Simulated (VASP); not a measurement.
A run of VASP 6.6.1:

INCAR

```
SYSTEM = EuS
PREC     = Accurate       ! precision mode
ENCUT    = 600            ! plane-wave cutoff, eV
EDIFF    = 1E-6           ! SCF threshold, eV
ISMEAR   = 0              ! smearing method
SIGMA    = 0.05           ! smearing width, eV
LREAL    = .FALSE.        ! projectors in reciprocal space
LASPH    = .TRUE.         ! aspherical terms in the spheres
NELM     = 200            ! most SCF steps
ALGO     = Normal         ! electronic algorithm
ISIF     = 2              ! what is computed and relaxed
LWAVE    = .FALSE.        ! write WAVECAR
LCHARG   = .TRUE.         ! write CHGCAR
ISPIN    = 2              ! spin polarisation
MAGMOM   = 7.55 -0.07     ! initial moments
LORBIT   = 11             ! projections on sites
LMAXMIX  = 6              ! l up to which the mixer works
LDAU     = .TRUE.         ! DFT+U
LDAUTYPE = 2            
LDAUL    = 3 -1           ! shell
LDAUU    = 6 0            ! U, eV
LDAUJ    = 0 0          
LDAUPRINT= 1            
GGA      = PE             ! functional
LELF     = .TRUE.         ! ELF
LVHAR    = .TRUE.       
NBANDS   = 22             ! bands
GGA_COMPAT= .FALSE.
```

The input KPOINTS:

```
regular mesh
0
G
  8 8 8
  0 0 0
```

POSCAR

```
EuS
1.0
    0.0000000000      2.9730342808      2.9730342808
    2.9730342808      0.0000000000      2.9730342808
    2.9730342808      2.9730342808      0.0000000000
Eu S
1 1
Direct
    0.0000000000      0.0000000000      0.0000000000
    0.5000000000      0.5000000000      0.5000000000
```

Potentials or basis: VASP PAW PBE potentials, release 64 (Eu, S).

The run is started by

```sh
$ cat potpaw_PBE.64/Eu/POTCAR potpaw_PBE.64/S/POTCAR > POTCAR
$ mpirun -np 1 vasp_std > vasp.out
```

Hardware: 1 thread of Intel(R) Xeon(R) 6975P-C (Granite Rapids), on a shared host.

Q: How long does it take, and how much memory?

A: Run time: 51 s on 1 thread of Intel(R) Xeon(R) 6975P-C (Granite Rapids), with other jobs on the host, peak memory 0.29 GiB. Counts: scf iterations 17, k points 29.
